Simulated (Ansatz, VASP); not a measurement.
**Two plane-wave programs on Bi**

The input INCAR:

```
PREC = Accurate
ENCUT = 520
EDIFF = 1E-7
ISMEAR = -1
SIGMA = 0.1
LREAL = False
LASPH = True
NELM = 80
ALGO = Normal
ISIF = 2
LWAVE = False
LCHARG = False
GGA = PS
NBANDS = 22
```

KPOINTS

```
regular mesh
0
Gamma
  9 9 9
```

Contents of POSCAR:

```
Bi
1.0
    0.0000000000      3.4874593786      3.4874593786
    3.4874593786      0.0000000000      3.4874593786
    3.4874593786      3.4874593786      0.0000000000
Bi
2
Direct
    0.1250000000      0.1250000000      0.1250000000
    0.8750000000      0.8750000000      0.8750000000
```

Input for Ansatz:

```yaml
crystal:
  lattice:
    - [0.0, 3.4874593786, 3.4874593786]
    - [3.4874593786, 0.0, 3.4874593786]
    - [3.4874593786, 3.4874593786, 0.0]
  atoms:
    - { symbol: Bi, position: [0.125, 0.125, 0.125] }
    - { symbol: Bi, position: [0.875, 0.875, 0.875] }
hamiltonian:
  xc: pbesol
  pseudopotentials:
    kind: paw
    azcp:
      Bi: "pseudopotentials/Bi.paw.azcp"
basis:
  ecutwfc: 420
  fft_grid_basis: typed
kpoints:
  mp_grid: { grid: [9, 9, 9], shift: [0, 0, 0] }
magnetization:
  spin_polarized: false
scf:
  occupations: { method: fermi_dirac, width: 0.1 }
  lower_state_search: "off"
output:
  stress: true
  write_density: true
  write_potential: true
  elf: true
  volumetric_format: npy
```

Alike in both runs: task single point; functional PBEsol; k mesh 9 × 9 × 9; occupations fermi-dirac, width 0.1 eV; no spin polarisation.

```csv
,VASP,Ansatz
version,VASP 6.6.1,Ansatz 0.2.0
potentials or method,"VASP PAW PBE potentials, release 64 (Bi_d), cutoff 520 eV","plane waves (420 eV) with PAW, scalar-relativistic"
valence electrons in the cell,30,30
```

Ansatz gave:

| Property | Result |
| --- | --- |
| pressure (GPa) | 3.2 |

Question: Which values does VASP return?

Answer: Pressure (GPa): 3.1.

VASP's potentials were made for PBE, not for PBEsol, and Ansatz warns of the same on its side. The functional is the same, so the differences come from potentials, cutoffs and numerics.

Neither program's run includes spin-orbit coupling.
